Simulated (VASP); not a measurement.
Input of a VASP 6.6.1 run:

The input INCAR:

```
SYSTEM = NaF
  PREC = Accurate
  ENCUT = 520
  EDIFF = 1E-6
  ISMEAR = -1
  SIGMA = 0.02
  LREAL = .FALSE.
  LASPH = .TRUE.
  NELM = 60
  ALGO = Normal
  ISIF = 2
  LWAVE = .FALSE.
  LCHARG = .FALSE.
  GGA = PE
  NBANDS = 14
```

The input KPOINTS:

```
Automatic mesh
0
G
  8 8 8
  0 0 0
```

POSCAR

```
NaF
1.0
    0.0516377317      2.5828990915      2.5828990915
    2.5828990915      0.0516377317      2.5828990915
    2.5828990915      2.5828990915      0.0516377317
Na F
1 1
Direct
    0.0022067351      0.0022067351      0.0022067351
    0.2477932649      0.2477932649      0.2477932649
```

Potentials or basis: VASP PAW PBE potentials, release 64 (Na_pv, F).

Command:

```sh
$ cat potpaw_PBE.64/Na_pv/POTCAR potpaw_PBE.64/F/POTCAR > POTCAR
$ mpirun -np 1 vasp_std > vasp.out
```

Q: Estimate the band gap on the k mesh.

A: 5.49 eV, direct.

Q: What does it give for the pressure?

A: 0.7 GPa.

Stress tensor (GPa, compression positive):
```
 0.75 -0.30 -0.30
-0.30  0.75 -0.30
-0.30 -0.30  0.75
```

Caveat: the cell differs from its parent crystal (strain along [111] +3.1%). A k mesh can miss the band edges.
